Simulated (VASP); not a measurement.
A run of VASP 6.6.1 is set up as follows.

File INCAR:

```
SYSTEM = RbAl2
  ALGO = Fast
  EDIFF = 1E-6
  ENCUT = 520
  GGA = PE
  ISIF = 2
  ISMEAR = 0
  LASPH = .True.
  LCHARG = .False.
  LREAL = .False.
  LWAVE = .False.
  NBANDS = 14
  NELM = 60
  PREC = Accurate
  SIGMA = 0.1
```

Contents of KPOINTS:

```
k-points
0
Gamma
  12 12 16
  0 0 0
```

Contents of POSCAR:

```
RbAl2
1.0
    5.8486364473      0.0000000000      0.0000000000
   -2.9243182236      5.0650677408      0.0000000000
    0.0000000000      0.0000000000      3.0138204830
Rb Al
1 2
Direct
    0.0000000000      0.0000000000      0.0000000000
    0.3333333333      0.6666666667      0.0000000000
    0.6666666667      0.3333333333      0.0000000000
```

Potentials or basis: VASP PAW PBE potentials, release 64 (Rb_sv, Al).

The run is started by

```bash
$ cat potpaw_PBE.64/Rb_sv/POTCAR potpaw_PBE.64/Al/POTCAR > POTCAR
$ mpirun -np 1 vasp_std > vasp.out
```

(1) Predict the pressure.

(2) What does it give for the band gap on the k mesh?

Results:

(1) 0.0 GPa.

(2) zero (an odd number of electrons rules out a gap without spin polarisation).
